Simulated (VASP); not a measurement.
Write the native input for VASP 6.6.1 that does the following.

* Task: single point
* Functional: PBE
* Potentials or basis: VASP PAW PBE potentials, release 64 (Ti_sv, Pd, C, N)
* Cutoff: 520 eV
* k mesh: 4 × 4 × 4
* Occupations: gaussian, width 0.1 eV
* Spin: collinear spin
* Starting moments: [1.0, 0.0, 0.0, 0.0, 0.0, 0.0, 0.0, 0.0, 0.0, 0.0, 0.0, 0.0, 0.0, 0.0] μB
* Dipole correction: no
* Further INCAR settings: ALGO = Normal; EDIFF = 1e-06; NBANDS = 55

The structure of TiPdC6N6 lies in POSCAR:

```
TiPdC6N6
1.0
    0.0000000000      5.1380000000      5.1380000000
    5.1380000000      0.0000000000      5.1380000000
    5.1380000000      5.1380000000      0.0000000000
Ti Pd C N
1 1 6 6
Direct
    0.5000000000      0.5000000000      0.5000000000
    0.0000000000      0.0000000000      0.0000000000
    0.8114052200      0.1885947800      0.1885947800
    0.1885947800      0.8114052200      0.1885947800
    0.1885947800      0.1885947800      0.8114052200
    0.1885947800      0.8114052200      0.8114052200
    0.8114052200      0.1885947800      0.8114052200
    0.8114052200      0.8114052200      0.1885947800
    0.6975476800      0.3024523200      0.3024523200
    0.3024523200      0.6975476800      0.3024523200
    0.3024523200      0.3024523200      0.6975476800
    0.3024523200      0.6975476800      0.6975476800
    0.6975476800      0.3024523200      0.6975476800
    0.6975476800      0.6975476800      0.3024523200
```

One way to write it, as run:

INCAR

```
SYSTEM = TiPdC6N6
  PREC = Accurate
  ENCUT = 520
  EDIFF = 1E-6
  ISMEAR = 0
  SIGMA = 0.1
  LREAL = .FALSE.
  LASPH = .TRUE.
  NELM = 150
  ALGO = Normal
  ISIF = 2
  LWAVE = .FALSE.
  LCHARG = .TRUE.
  ISPIN = 2
  MAGMOM = 1 0 0 0 0 0 0 0 0 0 0 0 0 0
  LORBIT = 11
  LMAXMIX = 4
  GGA = PE
  LELF = .TRUE.
  LVHAR = .TRUE.
  NBANDS = 55
```

KPOINTS

```
Automatic mesh
0
G
  4 4 4
  0 0 0
```

Potentials or basis: VASP PAW PBE potentials, release 64 (Ti_sv, Pd, C, N).

The run is started by

```console
$ cat potpaw_PBE.64/Ti_sv/POTCAR potpaw_PBE.64/Pd/POTCAR potpaw_PBE.64/C/POTCAR potpaw_PBE.64/N/POTCAR > POTCAR
$ mpirun -np 1 vasp_std > vasp.out
```

It gave:

* Pressure: 5.8 GPa
* Largest force: 1.349 eV/Å
* Band gap on the k mesh: zero (filled and empty bands overlap)
* Net moment: 2.00 μB per cell
* Site moments: Ti +1.08; Pd +0.03; C +0.07; N -0.03 μB
* Valence electrons inside the program's atomic spheres: Ti 10.37; Pd 10.60; C 2.61; N 3.90

Caveat: the cell stands under pressure; forces of over 1 eV/Å act on the atoms, so gaps and moduli don't describe the material at rest.

Wall time 8.9 min on 1 thread of Intel(R) Xeon(R) Platinum 8375C CPU @ 2.90GHz (Ice Lake), on a shared host, peak memory 0.61 GiB.
